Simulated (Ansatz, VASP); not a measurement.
**Ru in VASP and in Ansatz**

POSCAR

```
Ru
1.0
    2.6246253542      0.0000000000      0.0000000000
   -1.3123126771      2.2729922322      0.0000000000
    0.0000000000      0.0000000000      4.2176715000
Ru
2
Direct
    0.3333333333      0.6666666667      0.2500000000
    0.6666666667      0.3333333333      0.7500000000
```

The input INCAR.step1:

```
SYSTEM = Ru
PREC     = Accurate       ! precision mode
ENCUT    = 520            ! plane-wave cutoff, eV
ISMEAR   = 0              ! smearing method
SIGMA    = 0.15           ! smearing width, eV
LREAL    = .False.        ! projectors in reciprocal space
LASPH    = .True.         ! aspherical terms in the spheres
NELM     = 60             ! most SCF steps
NBANDS   = 21             ! bands
GGA      = PE             ! functional
ALGO     = Normal         ! electronic algorithm
EDIFF    = 1E-4           ! SCF threshold, eV
LWAVE    = .True.         ! write WAVECAR
LCHARG   = .False.        ! write CHGCAR
```

Contents of INCAR.step2:

```
SYSTEM = Ru
PREC     = Accurate       ! precision mode
ENCUT    = 520            ! plane-wave cutoff, eV
EDIFF    = 1E-6           ! SCF threshold, eV
ISMEAR   = 0              ! smearing method
SIGMA    = 0.15           ! smearing width, eV
LREAL    = .False.        ! projectors in reciprocal space
LASPH    = .True.         ! aspherical terms in the spheres
NELM     = 60             ! most SCF steps
ALGO     = Normal         ! electronic algorithm
ISIF     = 2              ! what is computed and relaxed
LWAVE    = .False.        ! write WAVECAR
LCHARG   = .False.        ! write CHGCAR
METAGGA  = R2SCAN         ! meta-GGA
LMIXTAU  = .True.       
NBANDS   = 21             ! bands
ISTART   = 1
```

KPOINTS

```
Automatic mesh
0
Gamma
  24 24 12
  0 0 0
```

Input for Ansatz:

```yaml
crystal:
  lattice:
    - [2.6246253542, 0.0, 0.0]
    - [-1.3123126771, 2.2729922322, 0.0]
    - [0.0, 0.0, 4.2176715]
  atoms:
    - { symbol: Ru, position: [0.3333333333, 0.6666666667, 0.25] }
    - { symbol: Ru, position: [0.6666666667, 0.3333333333, 0.75] }
basis:
  ecutwfc: 500
kpoints:
  mp_grid: { grid: [24, 24, 12] }
hamiltonian:
  xc: r2scan
scf:
  occupations: { method: gaussian, width: 0.15 }
output:
  forces: true
  stress: true
  eigenvalues: true
```

Change from the starting cell: strain -0.030 along x and y, -0.015 along z, atoms carried along.

Alike in both runs: task single point; functional r2SCAN; k mesh 24 × 24 × 12; occupations gaussian, width 0.15 eV; no spin polarisation.

|  | VASP | Ansatz |
| --- | --- | --- |
| version | VASP 6.6.1 | Ansatz 0.2.0 |
| potentials or method | VASP PAW PBE potentials, release 64 (Ru_pv), cutoff 520 eV | scalar-relativistic, plane waves, PAW |
| valence electrons in the cell | 28 | 32 |

Ansatz gave:

| Item | Value |
| --- | --- |
| gap on the k mesh at the Fermi level (eV) | none |
| pressure (GPa) | 27.8 |
| traceless stress, the component that is largest in VASP (GPa) | -6.59 |

Q: Which values does VASP return?

A: gap on the k mesh at the Fermi level (eV): none; pressure (GPa): 30.0; traceless stress, the component that is largest in VASP (GPa): -6.52.

VASP's potentials were made for PBE, not for r2SCAN. A gap of «none» marks a metal or a gap that the smearing closes. VASP's potentials hold 28 valence electrons a cell and Ansatz's 32, so a difference there can come from the potentials and not from the codes.
